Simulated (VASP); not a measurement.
## TiSi12N16 (a cell with a defect): single point with PBE

TiSi12N16 (a cell with a defect):

```xyz
29
Lattice="7.6634 0.0000 0.0000 -3.8317 6.6367 0.0000 0.0000 0.0000 5.8523" Properties=species:S:1:pos:R:3 pbc="T T T"
Si   -1.4159    5.4741    2.1908
Si    2.2420    1.5362    0.7641
Si    4.0402    3.9039    0.7442
Si   -0.2340    2.7586    2.2092
Si    1.6088    5.0862    2.1930
Si    5.2456    1.1572    0.7569
Si   -1.3547    5.4350    5.1273
Si    2.1657    1.5119    3.6474
Si    4.0534    3.8845    3.6536
Si   -0.2621    2.5620    5.1794
Si    1.5907    5.0428    5.1400
Si    5.2259    1.1373    3.6532
N    -0.0041    4.4713    2.2032
N     3.8397    2.1756    0.7500
N     4.8331    4.4411    2.1960
N    -1.4596    6.4231    0.7350
N     2.4228    4.5696    0.7499
N     1.3748    2.0492    2.1791
N    -1.1468    2.3470    0.8216
N     5.2866    0.1808    2.1961
N     0.0005    4.3535    5.1142
N     3.8139    2.1597    3.6645
N     4.8258    4.4581    5.1324
N    -1.4752    6.4038    3.6711
N     2.4772    4.6597    3.6689
N     1.4066    1.9600    5.1572
N    -1.0618    2.2230    3.6412
N     5.3671    0.1804    5.1382
Ti    0.1470    0.0771   -1.1805
```

```json
{"Program": "VASP 6.6.1", "Task": "single point", "Functional": "PBE", "Potentials or basis": "VASP PAW PBE potentials, release 64 (Si, N, Ti_sv)", "Cutoff": "520 eV", "k mesh": "1 × 1 × 1, shifted", "Occupations": "fermi-dirac, width 0.01 eV", "Spin": "no spin polarisation", "Dipole correction": "no", "Further INCAR settings": "LREAL = Auto; ALGO = Normal; EDIFF = 1e-06; NBANDS = 90"}
```

| Quantity | Value |
| --- | --- |
| Pressure | 3.0 GPa |
| Largest force | 2.460 eV/Å |
| Band gap on the k mesh | 0.19 eV |

Forces on the atoms (eV/Å):
```
Si   0.041 -0.102  0.013
Si   0.071  0.035  0.030
Si   0.021 -0.115  0.014
Si   0.107  0.006  0.021
Si  -0.018 -0.082  0.073
Si  -0.019  0.082  0.076
Si  -0.345  0.151  0.159
Si  -0.097  0.075  0.075
Si  -0.020  0.124  0.101
Si   0.177  0.396  0.215
Si   0.060 -0.048  0.160
Si   0.099 -0.023  0.030
N    0.000 -0.142  0.094
N    0.100  0.036 -0.022
N    0.234  0.070  0.117
N    0.202  0.041  0.242
N    0.028 -0.069  0.128
N    0.026 -0.104  0.025
N    0.002 -0.276 -0.058
N   -0.025  0.018  0.024
N   -0.081  0.103  0.116
N   -0.012  0.074 -0.035
N    0.031  0.177  0.038
N    0.001 -0.160  0.087
N    0.025  0.302  0.113
N    0.129  0.097  0.085
N    0.283 -0.603  0.307
N   -0.242  0.121  0.101
Ti  -0.777 -0.185 -2.327
```

Stress tensor (GPa, compression positive):
```
 1.51  0.73 -0.32
 0.73  0.64  0.10
-0.32  0.10  6.98
```

Levels at points of the mesh, in eV from the valence-band top:
| k point | band 68 | band 69 | band 70 | band 71 | band 72 | band 73 |
| --- | --- | --- | --- | --- | --- | --- |
| (0.25, 0.25, 0.25) | -4.10 | -0.29 | 0.00 | 0.31 | 1.04 | 1.15 |

Run time: 4.9 min on 1 thread of Intel(R) Xeon(R) Platinum 8488C (Sapphire Rapids), on a shared host, peak memory 0.47 GiB.

Caveat: semilocal functionals underestimate gaps, and a narrow one can read as zero.
